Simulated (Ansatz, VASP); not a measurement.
# Pb in VASP and in Ansatz

The input INCAR:

```
PREC     = Accurate       # precision mode
ENCUT    = 520            # plane-wave cutoff, eV
EDIFF    = 1E-7           # SCF threshold, eV
ISMEAR   = 0              # smearing method
SIGMA    = 0.1            # smearing width, eV
LREAL    = F              # projectors in reciprocal space
LASPH    = T              # aspherical terms in the spheres
NELM     = 100            # most SCF steps
ALGO     = Fast           # electronic algorithm
ISIF     = 2              # what is computed and relaxed
LWAVE    = F              # write WAVECAR
LCHARG   = F              # write CHGCAR
GGA      = PE             # functional
NBANDS   = 21             # bands
```

File KPOINTS:

```
regular mesh
0
Gamma
  9 9 5
```

File POSCAR:

```
Pb
1.0
    3.0386068135     -1.7503199600      0.0000000000
    3.0386068135      1.7503199600      0.0000000000
   -2.1154626375      0.0000000000      6.0952248674
Pb
2
Direct
    0.9085084100      0.9085084100      0.7262922000
    0.0914915900      0.0914915900      0.2737078000
```

Contents of input.yaml:

```yaml
crystal:
  lattice:
    - [3.0386068135, -1.75031996, 0.0]
    - [3.0386068135, 1.75031996, 0.0]
    - [-2.1154626375, 0.0, 6.0952248674]
  atoms:
    - { symbol: Pb, position: [0.90850841, 0.90850841, 0.7262922] }
    - { symbol: Pb, position: [0.09149159, 0.09149159, 0.2737078] }
kpoints:
  mp_grid: { grid: [9, 9, 5] }
scf:
  occupations: { method: gaussian, width: 0.1 }
hamiltonian:
  xc: pbe
  pseudopotentials: { kind: all_electron, lapw: { basis_error: 0.001 } }
output:
  forces: true
  stress: true
  eigenvalues: true
```

Alike in both runs: task single point; functional PBE; k mesh 9 × 9 × 5; occupations gaussian, width 0.1 eV; no spin polarisation.

|  | VASP | Ansatz |
| --- | --- | --- |
| version | VASP 6.6.1 | Ansatz 0.2.0 |
| potentials or method | VASP PAW PBE potentials, release 64 (Pb_d), cutoff 520 eV | all-electron LAPW, scalar-relativistic |

|  | VASP | Ansatz | Ansatz less VASP |
| --- | --- | --- | --- |
| gap on the k mesh at the Fermi level (eV) | none | none | - |
| pressure (GPa) | 0.7 | 0.8 | +0.07 |
| traceless stress, the component that is largest in VASP (GPa) | -0.06 | -0.06 | +0.002 |
| rms of the force components (eV/Å) | 0.046 | 0.046 | -0.0002 |

Atom by atom the forces differ by 0.000 eV/Å (rms over components). A gap of «none» marks a metal or a gap that the smearing closes. Ansatz ran all-electron here, and VASP with PAW potentials.

Spin-orbit coupling is off throughout.
